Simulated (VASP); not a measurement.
Runs of VASP 6.6.1 on B3P. The structure is that of space group P-6m2 (No. 187), or close to it. The cells are those of the table. 

```tsv
task	cell	k mesh	gap on the mesh (eV)	pressure (GPa)	relaxed volume (Å³/atom)	largest force (eV/Å)
relaxation of cell and atoms	relaxed from a = 2.820, b = 2.820, c = 5.069 Å, angles 90.0, 90.0, 120.0°, 4 atoms	6 × 6 × 4	none	0.1	8.59	0.01
relaxation of cell and atoms	relaxed from a = 2.886, b = 2.886, c = 4.767 Å, angles 90.0, 90.0, 120.0°, 4 atoms	18 × 18 × 10	none	0.0	(a)	-
single point	a = 2.741, b = 2.741, c = 8.715 Å, angles 90.0, 90.0, 120.0°, 4 atoms	6 × 6 × 2	none	-24.2	-	0.52
single point	a = 2.886, b = 2.886, c = 4.767 Å, angles 90.0, 90.0, 120.0°, 4 atoms	6 × 6 × 4	none	0.0	-	0.03
single point	a = 2.820, b = 2.820, c = 5.069 Å, angles 90.0, 90.0, 120.0°, 4 atoms	6 × 6 × 2	none	0.0	-	0.04
single point	a = 2.870, b = 2.870, c = 4.885 Å, angles 90.0, 90.0, 120.0°, 4 atoms	18 × 18 × 10	none	0.0	-	0.03
relaxation of cell and atoms	relaxed from a = 2.741, b = 2.741, c = 8.715 Å, angles 90.0, 90.0, 120.0°, 4 atoms	6 × 6 × 2	none	-0.1	(b)	-
```

Alike in all rows: level PBE; potentials or basis VASP PAW PBE potentials, release 64 (B, P); no spin polarisation; cutoff (eV) 500; smearing gaussian 0.1 eV.

Q: Fill in the values left out.

A: (a) 8.70; (b) 8.73.

Caveats: some runs use coarse meshes; the volume moved by over 15 % at a fixed basis, so the end points are rough (some runs).

A gap of «none» marks levels without a gap at the run's occupations.
